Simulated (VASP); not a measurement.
# Mg3C (Fm-3m) in VASP: further runs

The runs below take Mg3C through single point, relaxation of cell and atoms, with PBE.

Everything below comes from runs of VASP 6.6.1. Logs are shortened: lines on timing, memory, paths and dates and some standing lists are left out, and cuts for length are marked.

## 1. The cell of the first run

It takes space group Fm-3m (No. 225, cubic). The conventional cell has a = 6.478 Å, b = 6.478 Å, c = 6.478 Å, α = 90.00°, β = 90.00°, γ = 90.00°. Within 3.7 Å of Mg (site symmetry -43m) lie 10 Mg at 2.81 to 3.24 Å and 4 C at 2.81 Å. Within 3.7 Å of Mg (site symmetry m-3m) lie 8 Mg at 2.81 Å and 6 C at 3.24 Å. Within 3.7 Å of C (site symmetry m-3m) lie 14 Mg at 2.81 to 3.24 Å.

## 2. Single point, PBE

INCAR reads:

```
SYSTEM = Mg3C
PREC = Accurate
ENCUT = 520
EDIFF = 1E-7
ISMEAR = 0
SIGMA = 0.1
LREAL = .False.
LASPH = .True.
NELM = 100
ALGO = Normal
ISIF = 2
LWAVE = .False.
LCHARG = .True.
GGA = PE
LELF = .True.
LVHAR = .True.
NBANDS = 13
```

KPOINTS reads:

```
regular mesh
0
Gamma
  12 12 12
  0 0 0
```

POSCAR reads:

```
Mg3C
1.0
    0.0000000000      3.2390677974      3.2390677974
    3.2390677974      0.0000000000      3.2390677974
    3.2390677974      3.2390677974      0.0000000000
Mg C
3 1
Direct
    0.2500000000      0.2500000000      0.2500000000
    0.7500000000      0.7500000000      0.7500000000
    0.0000000000      0.0000000000      0.0000000000
    0.5000000000      0.5000000000      0.5000000000
```

Potentials or basis: VASP PAW PBE potentials, release 64 (Mg, C).

Run with:

```
$ cat potpaw_PBE.64/Mg/POTCAR potpaw_PBE.64/C/POTCAR > POTCAR
$ mpirun -np 1 vasp_std > vasp.out
```

OUTCAR:

```text
SYSTEM = Mg3C
   PREC = Accurate
   ENCUT = 520
   EDIFF = 1E-7
   ISMEAR = 0
   LREAL = .False.
   LASPH = .True.
   NELM = 100
   ISIF = 2
   GGA = PE

 ion  position               nearest neighbor table
   1  0.250  0.250  0.250-   3 2.81   3 2.81   3 2.81   4 2.81   4 2.81   4 2.81   4 2.81   3 2.81
                             2 3.24   2 3.24   2 3.24   2 3.24   2 3.24   2 3.24
   2  0.750  0.750  0.750-   4 2.81   4 2.81   4 2.81   3 2.81   3 2.81   3 2.81   4 2.81   3 2.81
                             1 3.24   1 3.24   1 3.24   1 3.24   1 3.24   1 3.24
   3  0.000  0.000  0.000-   2 2.81   2 2.81   2 2.81   1 2.81   1 2.81   1 2.81   2 2.81   1 2.81

   4  0.500  0.500  0.500-   1 2.81   1 2.81   1 2.81   2 2.81   2 2.81   2 2.81   2 2.81   1 2.81

  LATTYP: Found a face centered cubic cell.
 ALAT       =     6.4781355948

  Lattice vectors:

 A1 = (   0.0000000000,   3.2390677974,   3.2390677974)
 A2 = (   3.2390677974,   0.0000000000,   3.2390677974)
 A3 = (   3.2390677974,   3.2390677974,   0.0000000000)

Analysis of symmetry for initial positions (statically):
=====================================================================
 Subroutine PRICEL returns:
 Original cell was already a primitive cell.

 Routine SETGRP: Setting up the symmetry group for a
 face centered cubic supercell.

 Subroutine GETGRP returns: Found 48 space group operations
 (whereof 48 operations were pure point group operations)
 out of a pool of 48 trial point group operations.

The static configuration has the point symmetry O_h .

Analysis of symmetry for dynamics (positions and initial velocities):
=====================================================================
 Subroutine PRICEL returns:
 Original cell was already a primitive cell.

 Routine SETGRP: Setting up the symmetry group for a
 face centered cubic supercell.

 Subroutine GETGRP returns: Found 48 space group operations
 (whereof 48 operations were pure point group operations)
 out of a pool of 48 trial point group operations.

The dynamic configuration has the point symmetry O_h .

 Subroutine INISYM returns: Found 48 space group operations
 (whereof 48 operations are pure point group operations),
 and found     1 'primitive' translations

----------------------------------------------------------------------------------------

                                     Primitive cell

  volume of cell :      67.9657

  direct lattice vectors                    reciprocal lattice vectors
     0.000000000  3.239067797  3.239067797    -0.154365401  0.154365401  0.154365401
     3.239067797  0.000000000  3.239067797     0.154365401 -0.154365401  0.154365401
     3.239067797  3.239067797  0.000000000     0.154365401  0.154365401 -0.154365401

  length of vectors
     4.580733609  4.580733609  4.580733609     0.267368718  0.267368718  0.267368718

  position of ions in fractional coordinates (direct lattice)
     0.250000000  0.250000000  0.250000000
     0.750000000  0.750000000  0.750000000
     0.000000000  0.000000000  0.000000000
     0.500000000  0.500000000  0.500000000

  ion indices of the primitive-cell ions
   primitive index   ion index
                 1           1
                 2           2
                 3           3
                 4           4

----------------------------------------------------------------------------------------

 KPOINTS: regular mesh

Automatic generation of k-mesh.
 Grid dimensions read from file:
 generate k-points for:   12   12   12

 Generating k-lattice:

  Cartesian coordinates                     Fractional coordinates (reciprocal lattice)
    -0.012863783  0.012863783  0.012863783     0.083333333  0.000000000  0.000000000
     0.012863783 -0.012863783  0.012863783     0.000000000  0.083333333  0.000000000
     0.012863783  0.012863783 -0.012863783     0.000000000  0.000000000  0.083333333

  Length of vectors
     0.022280726  0.022280726  0.022280726

  Shift w.r.t. Gamma in fractional coordinates (k-lattice)
     0.000000000  0.000000000  0.000000000

 Subroutine IBZKPT returns following result:
 ===========================================

 Found     72 irreducible k-points:

 Following reciprocal coordinates:
            Coordinates               Weight
  0.000000  0.000000  0.000000      1.000000
  0.083333  0.000000  0.000000      8.000000
  0.166667  0.000000  0.000000      8.000000
  0.250000  0.000000  0.000000      8.000000
  0.333333  0.000000  0.000000      8.000000
  0.416667  0.000000  0.000000      8.000000
[... 16 lines left out ...]
  0.500000  0.166667  0.000000     24.000000
 -0.416667  0.166667  0.000000     24.000000
 [... further k-points ...]
   k-points           NKPTS =     72   k-points in BZ     NKDIM =     72   number of bands    NBANDS=     13
   number of dos      NEDOS =    301   number of ions     NIONS =      4
   total plane-waves  NPLWV =  46656
   dimension x,y,z NGX =    36 NGY =   36 NGZ =   36
   dimension x,y,z NGXF=    72 NGYF=   72 NGZF=   72
   ions per type =               3   1
   NGX,Y,Z   is equivalent  to a cutoff of  13.07, 13.07, 13.07 a.u.
   NGXF,Y,Z  is equivalent  to a cutoff of  26.13, 26.13, 26.13 a.u.
 SYSTEM =  Mg3C
   PREC   = accura    normal or accurate (medium, high low for compatibility)
   ISTART =      0    job   : 0-new  1-cont  2-samecut
   ICHARG =      2    charge: 1-file 2-atom 10-const
   ISPIN  =      1    spin polarized calculation?
   LNONCOLLINEAR =      F non collinear calculations
   LSORBIT =      F    spin-orbit coupling
   LASPH  =      T    aspherical Exc in radial PAW
   ENCUT  =  520.0 eV  38.22 Ry    6.18 a.u.   8.52  8.52  8.52*2*pi/ulx,y,z
   NELM   =    100;   NELMIN=  2; NELMDL= -5     # of ELM steps
   EDIFF  = 0.1E-06   stopping-criterion for ELM
   LREAL  =      F    real-space projection
   EDIFFG = 0.1E-05   stopping-criterion for IOM
   NSW    =      0    number of steps for IOM
   IBRION =     -1    ionic relax: 0-MD 1-quasi-New 2-CG
   NFREE  =      0    steps in history (QN), initial steepest desc. (CG)
   ISIF   =      2    stress and relaxation
   ISYM   =      2    0-nonsym 1-usesym 2-fastsym
   POTIM  = 0.5000    time-step for ionic-motion
   TEBEG  =    0.0;   TEEND  =   0.0 temperature during run
   PSTRESS=    0.0 pullay stress
   NELECT =      10.0000    total number of electrons
   NUPDOWN=      -1.0000    fix difference up-down
   EMIN   =  10.00;   EMAX   =-10.00  energy-range for DOS
   EFERMI =   0.00;   METHOD = LEGACY
   ISMEAR =     0;   SIGMA  =   0.10  broadening in eV -4-tet -1-fermi 0-gaus
   EFERMI_NEDOS =   21; number of points for ismear=-14 and -15
   IALGO  =     38    algorithm
   IMIX   =      4    mixing-type and parameters
     AMIX     =   0.40;   BMIX     =  1.00
     AMIX_MAG =   1.60;   BMIX_MAG =  1.00
  volume/ion in A,a.u.               =      16.99       114.66
  Fermi-wavevector in a.u.,A,eV,Ry     =   0.864261  1.633216 10.162826  0.746947
  Thomas-Fermi vector in A             =   1.982332
   LORBIT       =      0    0 simple, 1 ext, 2 COOP (PROOUT), +10 PAW based schemes
   GGA     = PE    functional components
   LHFCALC =     F    Hartree Fock is set to
   AEXX    =    0.0000 exact exchange contribution
   IVDW    =     0    specifies the selected vdW correction
   LEPSILON=     F    determine dielectric tensor
   LRPA    =     F    only Hartree local field effects (RPA)
 non-spin polarized calculation
 Gauss-broadening in eV      SIGMA  =   0.10
  energy-cutoff  :      520.00
  volume of cell :       67.97
 maximum number of plane-waves:      1853
 NGX is ok and might be reduce to    36
   NGX = 17   NGY = 17   NGZ = 17

 number of electron      10.0000000 magnetization

 Free energy of the ion-electron system (eV)
  ---------------------------------------------------
  ext. energy  EPLUGINS =         0.00000000
  ---------------------------------------------------
  free energy    TOTEN  =        -9.65927927 eV

  energy without entropy =       -9.65682247  energy(sigma->0) =       -9.65805087

 E-fermi :   3.7730     XC(G=0):  -9.3171

 val. band max:        3.7547614242   @ k =  -0.3333   0.3333   0.1667
 cond. band min:       3.7898335257   @ k =   0.5000   0.4167   0.0000
 fundamental gap:      0.0350721016
 Fermi energy:         3.7729905047

 k-point     1 :       0.0000    0.0000    0.0000
  band No.  band energies     occupation
      1      -6.6855      2.00000
      2       0.1502      2.00000
      3       2.4085      2.00000
      4       2.4085      2.00000
      5       2.4085      2.00000
      6       5.7267      0.00000
      7       5.7267      0.00000
      8       5.7267      0.00000
      9       7.3831      0.00000
     10       7.3831      0.00000
     11       7.3831      0.00000
     12       8.8413      0.00000
     13       8.8413      0.00000

 k-point     2 :       0.0833    0.0000    0.0000
  band No.  band energies     occupation
      1      -6.6398      2.00000
      2      -0.0198      2.00000
      3       2.3730      2.00000
      4       2.3730      2.00000
      5       2.4438      2.00000
      6       5.5942      0.00000
      7       5.7941      0.00000
      8       5.7941      0.00000
      9       7.0789      0.00000
     10       7.0789      0.00000
     11       7.3570      0.00000
     12       9.3223      0.00000
     13       9.3223      0.00000

 k-point     3 :       0.1667    0.0000    0.0000
  band No.  band energies     occupation
      1      -6.5079      2.00000
      2      -0.4447      2.00000
      3       2.2867      2.00000
      4       2.2867      2.00000
      5       2.4561      2.00000
      6       5.4386      0.00000
      7       5.7811      0.00000
      8       5.7811      0.00000
      9       6.8660      0.00000
     10       6.8660      0.00000
     11       7.2330      0.00000
     12      10.2352      0.00000
     13      10.2352      0.00000

 k-point     4 :       0.2500    0.0000    0.0000
  band No.  band energies     occupation
      1      -6.3079      2.00000
      2      -0.9804      2.00000
      3       2.1886      2.00000
      4       2.1886      2.00000
      5       2.3594      2.00000
      6       5.4209      0.00000
      7       5.4431      0.00000
      8       5.4431      0.00000
      9       7.1639      0.00000
     10       7.2358      0.00000
     11       7.2358      0.00000
     12      11.1928      0.00000
     13      11.1928      0.00000

 k-point     5 :       0.3333    0.0000    0.0000
  band No.  band energies     occupation
      1      -6.0766      2.00000
      2      -1.5037      2.00000
      3       2.1084      2.00000
      4       2.1084      2.00000
      5       2.2121      2.00000
      6       5.0776      0.00000
      7       5.0776      0.00000
      8       5.4153      0.00000
      9       7.3249      0.00000
     10       7.8790      0.00000
     11       7.8790      0.00000
     12      11.8964      0.00000
     13      11.8965      0.00000
[... 257 lines left out ...]
 k-point    22 :       0.4167    0.1667    0.0000
  band No.  band energies     occupation
      1      -5.8976      2.00000
      2      -1.5036      2.00000
      3       0.9342      2.00000
      4       1.5770      2.00000
      5       2.9846      2.00000
      6       4.3492      0.00000
      7       5.5521      0.00000
      8       5.7268      0.00000
      9       6.9562      0.00000
     10       8.8649      0.00000
     11       9.1432      0.00000
     12      11.5153      0.00000
     13      11.9096      0.00000

 k-point    23 :       0.5000    0.1667    0.0000
  band No.  band energies     occupation
      1      -5.7497      2.00000
      2      -1.7500      2.00000
      3       0.6672      2.00000
      4       1.6380      2.00000
      5       2.9362      2.00000
      6       4.2447      0.00000
      7       5.4660      0.00000
      8       6.0239      0.00000
      9       7.2754      0.00000
     10       8.8900      0.00000
     11       9.0986      0.00000
     12      11.5846      0.00000
     13      12.1094      0.00000

 k-point    24 :      -0.4167    0.1667    0.0000
  band No.  band energies     occupation
      1      -5.7269      2.00000
      2      -1.7879      2.00000
      3       0.5302      2.00000
      4       1.7752      2.00000
      5       2.9970      2.00000
      6       4.2015      0.00000
      7       5.2931      0.00000
      8       6.1352      0.00000
      9       7.8559      0.00000
     10       8.5036      0.00000
     11       8.6767      0.00000
     12      11.8692      0.00000
     13      12.3685      0.00000

 [... further k-points ...]
[... 5 lines left out ...]
  --------------------------------------------------------------------------------------
  -------------------------------------------------------------------------------------
  Total       -0.0384826     -0.0384826     -0.0384826      0.0000000     -0.0000000      0.0000000
  in kB       -0.9071616     -0.9071616     -0.9071616      0.0000000     -0.0000000      0.0000000
  external PRESSURE =      -0.9071616 kB  Pullay stress =       0.0000000 kB

 VOLUME and BASIS-vectors are now :
 -----------------------------------------------------------------------------
  energy-cutoff  :      520.00
  volume of cell :       67.97
      direct lattice vectors                 reciprocal lattice vectors
     0.000000000  3.239067797  3.239067797    -0.154365401  0.154365401  0.154365401
     3.239067797  0.000000000  3.239067797     0.154365401 -0.154365401  0.154365401
     3.239067797  3.239067797  0.000000000     0.154365401  0.154365401 -0.154365401

 POSITION                                       TOTAL-FORCE (eV/Angst)
 -----------------------------------------------------------------------------------
      1.61953      1.61953      1.61953         0.000000      0.000000      0.000000
      4.85860      4.85860      4.85860        -0.000000     -0.000000     -0.000000
      0.00000      0.00000      0.00000        -0.000000      0.000000      0.000000
      3.23907      3.23907      3.23907        -0.000000      0.000000      0.000000
 -----------------------------------------------------------------------------------
    total drift:                                0.000000      0.000000      0.000000

  FREE ENERGIE OF THE ION-ELECTRON SYSTEM (eV)
  ---------------------------------------------------
  free  energy   TOTEN  =        -9.6592792713 eV

  energy  without entropy=       -9.6568224740  energy(sigma->0) =       -9.65805087
```

Wall time 42 s (1 thread of Intel Xeon Platinum 8488C (Sapphire Rapids), shared host); peak memory 0.23 GiB.

What came out:

- Free energy: -9.6593 eV
- Pressure: -0.1 GPa
- Band gap on the k mesh: zero (band 5 reaches 3.83 eV, above the bottom of band 6 at 3.53 eV)

Levels at points of the mesh, in eV from the Fermi level:
| k point | band 3 | band 4 | band 5 | band 6 | band 7 | band 8 |
| --- | --- | --- | --- | --- | --- | --- |
| (0.00, 0.00, 0.00) | -1.36 | -1.36 | -1.36 | 1.95 | 1.95 | 1.95 |
| (0.50, 0.00, 0.00) | -1.73 | -1.73 | -1.72 | 0.97 | 0.97 | 1.57 |
| (0.50, 0.50, 0.00) | -2.87 | -2.87 | -2.84 | -0.24 | 3.12 | 3.33 |

(Part 1 of 2 ends here.)
